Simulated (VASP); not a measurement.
# Al (Im-3m) in VASP: further runs

Al is run at these levels: PBE; tasks: single point.

Everything below comes from runs of VASP 6.6.1. Logs are shortened: lines on timing, memory, paths and dates and some standing lists are left out, and cuts for length are marked.

### 1 The cell of the first run

The structure is cubic, space group Im-3m (No. 229). Conventional cell: a = 3.182 Å, b = 3.182 Å, c = 3.182 Å, α = 90.00°, β = 90.00°, γ = 90.00°. Al (site symmetry m-3m) has 14 Al at 2.76 to 3.18 Å within 3.6 Å.

### 2 Single point, PBE, collinear spin, zero start

INCAR

```
SYSTEM = Al
ALGO     = Normal         ! electronic algorithm
EDIFF    = 1E-6           ! SCF threshold, eV
ENCUT    = 500            ! plane-wave cutoff, eV
GGA      = PE             ! functional
GGA_COMPAT= .FALSE.      
ISIF     = 2              ! what is computed and relaxed
ISMEAR   = -5             ! smearing method
ISPIN    = 2              ! spin polarisation
ISYM     = 0            
LASPH    = .TRUE.         ! aspherical terms in the spheres
LCHARG   = .FALSE.        ! write CHGCAR
LORBIT   = 11             ! projections on sites
LREAL    = .FALSE.        ! projectors in reciprocal space
LWAVE    = .FALSE.        ! write WAVECAR
MAGMOM   = 0              ! initial moments
NBANDS   = 12             ! bands
NELM     = 200            ! most SCF steps
PREC     = Accurate       ! precision mode
SIGMA    = 0.1            ! smearing width, eV
```

KPOINTS

```
k-points
0
G
  3 10 1
  0 0 0
```

POSCAR

```
Al
1.0
   -1.5912186900      1.5912186900      1.5912186900
    1.5912186900     -1.5912186900      1.5912186900
    1.5912186900      1.5912186900     -1.5912186900
Al
1
Direct
    0.0000000000      0.0000000000      0.0000000000
```

Potentials or basis: VASP PAW PBE potentials, release 64 (Al).

Command:

```sh
cat potpaw_PBE.64/Al/POTCAR > POTCAR
mpirun -np 1 vasp_std > vasp.out
```

OUTCAR:

```text
SYSTEM = Al
   EDIFF = 1E-6
   ENCUT = 500
   GGA = PE
   ISIF = 2
   ISMEAR = -5
   ISPIN = 2
   ISYM = 0
   LASPH = .TRUE.
   LORBIT = 11
   LREAL = .FALSE.
   NELM = 200
   PREC = Accurate

 ion  position               nearest neighbor table
   1  0.000  0.000  0.000-

IMPORTANT INFORMATION: All symmetrisations will be switched off!
NOSYMM: (Re-)initialisation of all symmetry stuff for point group C_1.

----------------------------------------------------------------------------------------

                                     Primitive cell

  volume of cell :      16.1157

  direct lattice vectors                    reciprocal lattice vectors
    -1.591218690  1.591218690  1.591218690     0.000000000  0.314224565  0.314224565
     1.591218690 -1.591218690  1.591218690     0.314224565  0.000000000  0.314224565
     1.591218690  1.591218690 -1.591218690     0.314224565  0.314224565  0.000000000

  length of vectors
     2.756071617  2.756071617  2.756071617     0.444380641  0.444380641  0.444380641

  position of ions in fractional coordinates (direct lattice)
     0.000000000  0.000000000  0.000000000

  ion indices of the primitive-cell ions
   primitive index   ion index
                 1           1

----------------------------------------------------------------------------------------

 KPOINTS: k-points

Automatic generation of k-mesh.
 Grid dimensions read from file:
 generate k-points for:    3   10    1

 Generating k-lattice:

  Cartesian coordinates                     Fractional coordinates (reciprocal lattice)
     0.000000000  0.104741522  0.104741522     0.333333333  0.000000000  0.000000000
     0.031422456  0.000000000  0.031422456     0.000000000  0.100000000  0.000000000
     0.314224565  0.314224565  0.000000000     0.000000000  0.000000000  1.000000000

  Length of vectors
     0.148126880  0.044438064  0.444380641

  Shift w.r.t. Gamma in fractional coordinates (k-lattice)
     0.000000000  0.000000000  0.000000000

 -----------------------------------------------------------------------------
|                                                                             |
|           W    W    AA    RRRRR   N    N  II  N    N   GGGG   !!!           |
|           W    W   A  A   R    R  NN   N  II  NN   N  G    G  !!!           |
|           W    W  A    A  R    R  N N  N  II  N N  N  G       !!!           |
|           W WW W  AAAAAA  RRRRR   N  N N  II  N  N N  G  GGG   !            |
|           WW  WW  A    A  R   R   N   NN  II  N   NN  G    G                |
|           W    W  A    A  R    R  N    N  II  N    N   GGGG   !!!           |
|                                                                             |
|     Your reciprocal lattice and k-lattice belong to different lattice       |
|     classes:                                                                |
|                                                                             |
|        The reciprocal lattice is face-centered cubic,                       |
|        whereas your k-lattice is triclinic.                                 |
|                                                                             |
|     Results are often still useful ...                                      |
|                                                                             |
 -----------------------------------------------------------------------------

 WARNING: IBZKPT: internal override: KBLOWUP is changed to .FALSE.
      ... skipping the blow-up phase ...

 TETIRR: Found     88 inequivalent tetrahedra from      180

 Subroutine IBZKPT returns following result:
 ===========================================

 Found     16 irreducible k-points:

 Following reciprocal coordinates:
            Coordinates               Weight
  0.000000  0.000000  0.000000      1.000000
  0.333333  0.000000  0.000000      2.000000
  0.000000  0.100000  0.000000      2.000000
  0.333333  0.100000  0.000000      2.000000
 -0.333333  0.100000  0.000000      2.000000
  0.000000  0.200000  0.000000      2.000000
[... 8 lines left out ...]
  0.000000  0.500000  0.000000      1.000000
  0.333333  0.500000  0.000000      2.000000
   k-points           NKPTS =     16   k-points in BZ     NKDIM =     16   number of bands    NBANDS=     12
   number of dos      NEDOS =    301   number of ions     NIONS =      1
   total plane-waves  NPLWV =   8000
   dimension x,y,z NGX =    20 NGY =   20 NGZ =   20
   dimension x,y,z NGXF=    40 NGYF=   40 NGZF=   40
   ions per type =               1
   NGX,Y,Z   is equivalent  to a cutoff of  12.06, 12.06, 12.06 a.u.
   NGXF,Y,Z  is equivalent  to a cutoff of  24.13, 24.13, 24.13 a.u.
 SYSTEM =  Al
   PREC   = accura    normal or accurate (medium, high low for compatibility)
   ISTART =      0    job   : 0-new  1-cont  2-samecut
   ICHARG =      2    charge: 1-file 2-atom 10-const
   ISPIN  =      2    spin polarized calculation?
   LNONCOLLINEAR =      F non collinear calculations
   LSORBIT =      F    spin-orbit coupling
   LASPH  =      T    aspherical Exc in radial PAW
   ENCUT  =  500.0 eV  36.75 Ry    6.06 a.u.   5.02  5.02  5.02*2*pi/ulx,y,z
   NELM   =    200;   NELMIN=  2; NELMDL= -5     # of ELM steps
   EDIFF  = 0.1E-05   stopping-criterion for ELM
   LREAL  =      F    real-space projection
   EDIFFG = 0.1E-04   stopping-criterion for IOM
   NSW    =      0    number of steps for IOM
   IBRION =     -1    ionic relax: 0-MD 1-quasi-New 2-CG
   NFREE  =      0    steps in history (QN), initial steepest desc. (CG)
   ISIF   =      2    stress and relaxation
   ISYM   =      0    0-nonsym 1-usesym 2-fastsym
   POTIM  = 0.5000    time-step for ionic-motion
   TEBEG  =    0.0;   TEEND  =   0.0 temperature during run
   PSTRESS=    0.0 pullay stress
   NELECT =       3.0000    total number of electrons
   NUPDOWN=      -1.0000    fix difference up-down
   EMIN   =  10.00;   EMAX   =-10.00  energy-range for DOS
   EFERMI =   0.00;   METHOD = LEGACY
   ISMEAR =    -5;   SIGMA  =   0.10  broadening in eV -4-tet -1-fermi 0-gaus
   EFERMI_NEDOS =   21; number of points for ismear=-14 and -15
   IALGO  =     38    algorithm
   IMIX   =      4    mixing-type and parameters
     AMIX     =   0.40;   BMIX     =  1.00
     AMIX_MAG =   1.60;   BMIX_MAG =  1.00
  volume/ion in A,a.u.               =      16.12       108.75
  Fermi-wavevector in a.u.,A,eV,Ry     =   0.934757  1.766435 11.888371  0.873771
  Thomas-Fermi vector in A             =   2.061595
   LORBIT       =     11    0 simple, 1 ext, 2 COOP (PROOUT), +10 PAW based schemes
   GGA     = PE    functional components
   LHFCALC =     F    Hartree Fock is set to
   AEXX    =    0.0000 exact exchange contribution
   IVDW    =     0    specifies the selected vdW correction
   LEPSILON=     F    determine dielectric tensor
   LRPA    =     F    only Hartree local field effects (RPA)
 spin polarized calculation
 Fermi weights with tetrahedron method with Bloechl corrections
  energy-cutoff  :      500.00
  volume of cell :       16.12
 maximum number of plane-waves:       420
   NGX =  9   NGY =  9   NGZ =  9

 number of electron       3.0000000 magnetization       0.0000670

 number of electron       3.0000000 magnetization      -0.0000302

 Free energy of the ion-electron system (eV)
  ---------------------------------------------------
  ext. energy  EPLUGINS =         0.00000000
  ---------------------------------------------------
  free energy    TOTEN  =        -6.52148365 eV

  energy without entropy =       -6.52148365  energy(sigma->0) =       -6.52148365

 E-fermi :   9.1685     XC(G=0): -10.2883

 val. band max:        8.3726860233   @ k =  -0.3333   0.4000   0.0000
 cond. band min:       7.5815037863   @ k =   0.3333   0.3000   0.0000
 fundamental gap:     -0.7911822369
 Fermi energy:         9.1685167503

 spin component 1

 k-point     1 :       0.0000    0.0000    0.0000
  band No.  band energies     occupation
      1      -3.0468      1.00000
      2      21.6565     -0.12701
      3      21.6654      0.00000
      4      21.6774      0.00000
      5      23.2839      0.00000
      6      23.2935      0.00000
      7      23.3051      0.00000
      8      24.7470      0.00000
      9      24.7546      0.00000
     10      26.9514      0.00000
     11      26.9609      0.00000
     12      26.9650      0.00000
[... 211 lines left out ...]
 k-point    16 :       0.3333    0.5000    0.0000
  band No.  band energies     occupation
      1       2.5247      1.00000
      2       7.1845      1.00000
      3      11.7264     -0.01751
      4      16.1678      0.00000
      5      20.9599      0.00000
      6      24.2040      0.00000
      7      26.2094      0.00000
      8      29.3919      0.00000
      9      33.4981      0.00000
     10      34.8893      0.00000
     11      37.4176      0.00000
     12      39.6548      0.00000
 Fermi energy:         9.1685167503

 spin component 2

 k-point     1 :       0.0000    0.0000    0.0000
  band No.  band energies     occupation
      1      -3.0468      1.00000
      2      21.6594     -0.12699
      3      21.6678      0.00000
      4      21.6719      0.00000
      5      23.2839      0.00000
      6      23.2929      0.00000
      7      23.3050      0.00000
      8      24.7469      0.00000
      9      24.7545      0.00000
     10      26.9524      0.00000
     11      26.9617      0.00000
     12      26.9639      0.00000
[... 211 lines left out ...]
 k-point    16 :       0.3333    0.5000    0.0000
  band No.  band energies     occupation
      1       2.5247      1.00000
      2       7.1845      1.00000
      3      11.7265     -0.01751
      4      16.1674      0.00000
      5      20.9602      0.00000
      6      24.2043      0.00000
      7      26.2091      0.00000
      8      29.3926      0.00000
      9      33.4967      0.00000
     10      34.8882      0.00000
     11      37.4176      0.00000
     12      39.6542      0.00000

------------------------ aborting loop because EDIFF is reached ----------------------------------------

  FORCE on cell =-STRESS in cart. coord.  units (eV):
  Direction    XX          YY          ZZ          XY          YZ          ZX
  --------------------------------------------------------------------------------------
  -------------------------------------------------------------------------------------
  Total       -1.0943686     -0.0636807     -2.8705097     -7.4454150      5.6154744      4.6938177
  in kB     -108.7989193     -6.3309500   -285.3776781   -740.2013788    558.2740380    466.6456184
  external PRESSURE =    -133.5025158 kB  Pullay stress =       0.0000000 kB

 VOLUME and BASIS-vectors are now :
 -----------------------------------------------------------------------------
  energy-cutoff  :      500.00
  volume of cell :       16.12
      direct lattice vectors                 reciprocal lattice vectors
    -1.591218690  1.591218690  1.591218690     0.000000000  0.314224565  0.314224565
     1.591218690 -1.591218690  1.591218690     0.314224565  0.000000000  0.314224565
     1.591218690  1.591218690 -1.591218690     0.314224565  0.314224565  0.000000000

 POSITION                                       TOTAL-FORCE (eV/Angst)
 -----------------------------------------------------------------------------------
      0.00000      0.00000      0.00000        -0.000000     -0.000000     -0.000000
 -----------------------------------------------------------------------------------
    total drift:                               -0.000000     -0.000000     -0.000000

  FREE ENERGIE OF THE ION-ELECTRON SYSTEM (eV)
  ---------------------------------------------------
  free  energy   TOTEN  =        -6.5214836538 eV

  energy  without entropy=       -6.5214836538  energy(sigma->0) =       -6.52148365

 total charge

# of ion       s       p       d       tot
------------------------------------------
    1        0.504   0.285   0.000   0.789

 magnetization (x)

# of ion       s       p       d       tot
------------------------------------------
    1        0.000  -0.000   0.000   0.000
```

Wall time 10 s (1 thread of Intel Xeon 8259CL, shared host); peak memory 0.12 GiB.

What came out:

| Property | Result |
| --- | --- |
| Free energy | -6.5215 eV |
| Pressure | -13.4 GPa |
| Net moment | 0.00 μB per cell |
| Valence electrons inside the program's atomic spheres | Al 0.79 |

Stress tensor (GPa, compression positive):
```
-10.88 -74.02  46.66
-74.02  -0.63  55.83
 46.66  55.83 -28.54
```

Caveat: the k points lie up to 2.79 Å⁻¹ apart; tetrahedron occupations give inexact forces and stress in metals.

### 3 Single point, PBE, collinear spin, ferromagnetic start

INCAR

```
SYSTEM = Al
  PREC = Accurate
  ENCUT = 500
  EDIFF = 1E-6
  ISMEAR = 0
  SIGMA = 0.1
  LREAL = .False.
  LASPH = .True.
  NELM = 200
  ALGO = Normal
  ISIF = 2
  LWAVE = .False.
  LCHARG = .False.
  ISPIN = 2
  MAGMOM = 1.18
  LORBIT = 11
  NUPDOWN = 2.0
  GGA = PE
  NBANDS = 12
  GGA_COMPAT = .False.
```

KPOINTS

```
Automatic mesh
0
Gamma
  4 4 4
  0 0 0
```

POSCAR is that of step 2.

Potentials or basis: VASP PAW PBE potentials, release 64 (Al).

Command:

```sh
cat potpaw_PBE.64/Al/POTCAR > POTCAR
mpirun -np 1 vasp_std > vasp.out
```

OUTCAR:

```text
SYSTEM = Al
   PREC = Accurate
   ENCUT = 500
   EDIFF = 1E-6
   ISMEAR = 0
   LREAL = .False.
   LASPH = .True.
   NELM = 200
   ISIF = 2
   ISPIN = 2
   LORBIT = 11
   NUPDOWN = 2.0
   GGA = PE

 ion  position               nearest neighbor table
   1  0.000  0.000  0.000-

  LATTYP: Found a body centered cubic cell.
 ALAT       =     3.1824373800

  Lattice vectors:
[... 429 lines left out ...]
  Direction    XX          YY          ZZ          XY          YZ          ZX
  --------------------------------------------------------------------------------------
  -------------------------------------------------------------------------------------
  Total        3.2527497      3.2527497      3.2527497      0.0000000      0.0000000      0.0000000
  in kB      323.3788557    323.3788557    323.3788557      0.0000000      0.0000000      0.0000000
  external PRESSURE =     323.3788557 kB  Pullay stress =       0.0000000 kB

 VOLUME and BASIS-vectors are now :
 -----------------------------------------------------------------------------
  energy-cutoff  :      500.00
  volume of cell :       16.12
      direct lattice vectors                 reciprocal lattice vectors
    -1.591218690  1.591218690  1.591218690     0.000000000  0.314224565  0.314224565
     1.591218690 -1.591218690  1.591218690     0.314224565  0.000000000  0.314224565
     1.591218690  1.591218690 -1.591218690     0.314224565  0.314224565  0.000000000

 POSITION                                       TOTAL-FORCE (eV/Angst)
 -----------------------------------------------------------------------------------
      0.00000      0.00000      0.00000        -0.000000      0.000000     -0.000000
 -----------------------------------------------------------------------------------
    total drift:                                0.000000      0.000000      0.000000

  FREE ENERGIE OF THE ION-ELECTRON SYSTEM (eV)
  ---------------------------------------------------
  free  energy   TOTEN  =         0.1127291448 eV

  energy  without entropy=        0.1280706473  energy(sigma->0) =        0.12039990

 total charge

# of ion       s       p       d       tot
------------------------------------------
    1        0.407   0.381   0.000   0.788

 magnetization (x)

# of ion       s       p       d       tot
------------------------------------------
    1        0.196   0.313   0.000   0.509
```

Run time: 6.8 s. Hardware: 1 thread of Intel Xeon 8259CL, shared host; peak memory 0.12 GiB.

Results:

* Free energy: 0.1127 eV
* Pressure: 32.3 GPa
* Net moment: 2.00 μB per cell
* Site moments: Al +0.51 μB
* Valence electrons inside the program's atomic spheres: Al 0.79

Caveat: the k points lie up to 0.70 Å⁻¹ apart; the total moment is fixed, so each spin has its own Fermi level.

### 4 Single point, PBE

INCAR

```
ALGO     = Normal         # electronic algorithm
EDIFF    = 1E-6           # SCF threshold, eV
ENCUT    = 500            # plane-wave cutoff, eV
GGA      = PE             # functional
GGA_COMPAT= F            
ISIF     = 2              # what is computed and relaxed
ISMEAR   = 0              # smearing method
LASPH    = T              # aspherical terms in the spheres
LCHARG   = T              # write CHGCAR
LELF     = T              # ELF
LREAL    = F              # projectors in reciprocal space
LVHAR    = T            
LWAVE    = F              # write WAVECAR
NBANDS   = 8              # bands
NELM     = 120            # most SCF steps
PREC     = Accurate       # precision mode
SIGMA    = 0.1            # smearing width, eV
```

KPOINTS

```
k-points
0
Gamma
  8 8 8
```

POSCAR is that of step 3.

Command:

```sh
cat potpaw_PBE.64/Al/POTCAR > POTCAR
mpirun -np 1 vasp_std > vasp.out
```

It took 5.8 s on 1 thread of Intel Xeon 8259CL, shared host; peak memory 0.11 GiB.

Results (log left out):

| Property | Result |
| --- | --- |
| Free energy | -3.6031 eV |
| Pressure | 4.2 GPa |

Levels at points of the mesh, in eV from the Fermi level:
```
           k point  band 1  band 2  band 3  band 4  band 5
(0.00, 0.00, 0.00)  -11.44   13.27   13.27   13.27   14.91
(0.50, 0.00, 0.00)   -4.55   -4.03    8.18    8.20   10.00
(0.50, 0.50, 0.50)    1.76    1.76    1.76    2.80    2.80
```

### 5 Single point, PBE

INCAR

```
  ALGO = Normal
  EDIFF = 1E-6
  ENCUT = 500
  GGA = PE
  GGA_COMPAT = F
  ISIF = 2
  ISMEAR = 0
  ISYM = 0
  LASPH = T
  LCHARG = F
  LREAL = F
  LWAVE = F
  NBANDS = 8
  NELECT = 3.5
  NELM = 120
  PREC = Accurate
  SIGMA = 0.1
```

KPOINTS

```
Automatic mesh
0
Gamma
  4 4 4
  0.25 0.25 0.25
```

POSCAR is that of step 4.

Command:

```sh
cat potpaw_PBE.64/Al/POTCAR > POTCAR
mpirun -np 1 vasp_std > vasp.out
```

It took 8.8 s on 1 thread of Intel Xeon 8259CL, shared host; peak memory 0.12 GiB.

It converged, with:

```yaml
Free_energy: 0.8588 eV
```

Levels at points of the mesh, in eV from the Fermi level:
```csv
k point,band 1,band 2,band 3,band 4,band 5
"(0.06, 0.06, 0.06)",-11.89,8.35,8.35,8.69,14.37
```

Caveat: the k points lie up to 0.70 Å⁻¹ apart; the cell carries a net charge on a neutralising background, which shifts energy and pressure; the cell is charged against a uniform background, so pressure and absolute levels hang on convention.

### 6 Overview

| spin | fixed moment (μB) | k mesh | smearing | gap on the mesh (eV) | pressure (GPa) | moment (μB) |
| --- | --- | --- | --- | --- | --- | --- |
| collinear, zero start | - | 3 × 10 × 1 | tetrahedron | none | -13.4 | 0.00 |
| collinear, ferromagnetic start | 2.0 | 4 × 4 × 4 | gaussian 0.1 eV | - | 32.3 | 2.00 |
| off | - | 8 × 8 × 8 | gaussian 0.1 eV | none | 4.2 | - |

Alike in all rows: task single point; level PBE; potentials or basis VASP PAW PBE potentials, release 64 (Al); cell as given; cutoff (eV) 500.

Caveats: some runs use coarse meshes; tetrahedron occupations give inexact forces and stress in metals (some runs); the total moment is fixed, so each spin has its own Fermi level (some runs).

Total energies depend on the potentials used, so only differences within one code and one set of settings carry meaning.
